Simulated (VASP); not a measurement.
# Zn: electric field gradients with PBEsol

The system is Zn.

```xyz
2
Lattice="2.6469 0.0000 0.0000 -1.3235 2.2923 0.0000 0.0000 0.0000 4.9135" Properties=species:S:1:pos:R:3 pbc="T T T"
Zn    0.0000    1.5282    1.2284
Zn    1.3235    0.7641    3.6851
```

This cell differs from its parent crystal: volume scaled by 0.98.

```json
{
  "Program": "VASP 6.6.1",
  "Task": "electric field gradients",
  "Functional": "PBEsol",
  "Potentials or basis": "VASP PAW PBE potentials, release 64 (Zn)",
  "Cutoff": "520 eV",
  "k mesh": "16 × 16 × 8",
  "Occupations": "fermi-dirac, width 0.03 eV",
  "Spin": "no spin polarisation",
  "Dipole correction": "no",
  "Further INCAR settings": "ALGO = Normal; EDIFF = 1e-08; NBANDS = 19"
}
```

| Property | Result |
| --- | --- |
| Pressure | -3.8 GPa |
| Band gap on the k mesh | zero (band 12 reaches 4.37 eV, above the bottom of band 13 at 0.06 eV) |

Stress tensor (GPa, compression positive):
```
-3.71  0.00  0.00
 0.00 -3.71  0.00
 0.00  0.00 -3.86
```

Levels at points of the mesh, in eV from the Fermi level:
```tsv
k point	band 9	band 10	band 11	band 12	band 13	band 14	band 15	band 16
(0.00, 0.00, 0.00)	-7.37	-7.15	-7.15	-3.81	-3.08	13.73	17.39	17.60
(0.50, 0.00, 0.00)	-6.96	-6.94	-2.97	-2.24	2.60	3.49	4.14	5.69
(0.00, 0.00, 0.50)	-7.24	-7.24	-7.24	-7.24	4.59	4.59	18.92	18.92
(0.50, 0.00, 0.50)	-6.95	-6.95	-2.00	-2.00	0.10	0.10	10.19	10.19
```

Electric field gradients, principal values (V/Å²):
| atom | least | middle | greatest (by size) |
| --- | --- | --- | --- |
| 1 Zn | -19.519 | -19.527 | 39.046 |
| 2 Zn | -19.519 | -19.527 | 39.046 |

Wall time 34 s on 1 thread of AMD EPYC 9R45 96-Core Processor (Zen 5) (shared host), peak memory 0.16 GiB.

Caveat: without QUAD_EFG the Cq values of the log hold for a quadrupole moment of 1 mb, not for the nuclei; the PAW data sets were made with another functional, which shifts forces and pressure a little.
